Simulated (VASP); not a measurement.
ZrB:

```
CELL_PARAMETERS angstrom
0.00000 2.32500 2.32500
2.32500 0.00000 2.32500
2.32500 2.32500 0.00000
ATOMIC_POSITIONS crystal
Zr 0.00000 0.00000 0.00000
B 0.50000 0.50000 0.50000
```

Base run:

```yaml
Program: VASP 6.6.1
Functional: RPBE
Potentials_or_basis: VASP PAW PBE potentials, release 64 (Zr_sv, B)
Cutoff: 520 eV
k_mesh: 10 × 10 × 10
Occupations: fermi-dirac, width 0.05 eV
Spin: no spin polarisation
```

Its results: band gap on the k mesh zero (an odd number of electrons rules out a gap without spin polarisation); pressure 37.9 GPa.

Problem. After a change of settings the same cell gave: band gap on the k mesh zero (an odd number of electrons rules out a gap without spin polarisation); pressure 36.6 GPa. Which change was it?
A. functional from RPBE to PBEsol; cutoff from 520 eV to 500 eV; occupations from fermi-dirac, width 0.05 eV to fermi-dirac, width 0.1 eV
B. functional from RPBE to PBEsol; hubbard terms from none to Zr d U = 8.0 eV
C. functional from RPBE to BLYP; further incar settings from ALGO = Normal; EDIFF = 1e-06; NBANDS = 14 to ALGO = Normal; EDIFF = 1e-07; NBANDS = 14
D. functional from RPBE to r2SCAN

Solution. D.

Caveats: the cell stands under pressure; the PAW data sets were made with another functional, which shifts forces and pressure a little.
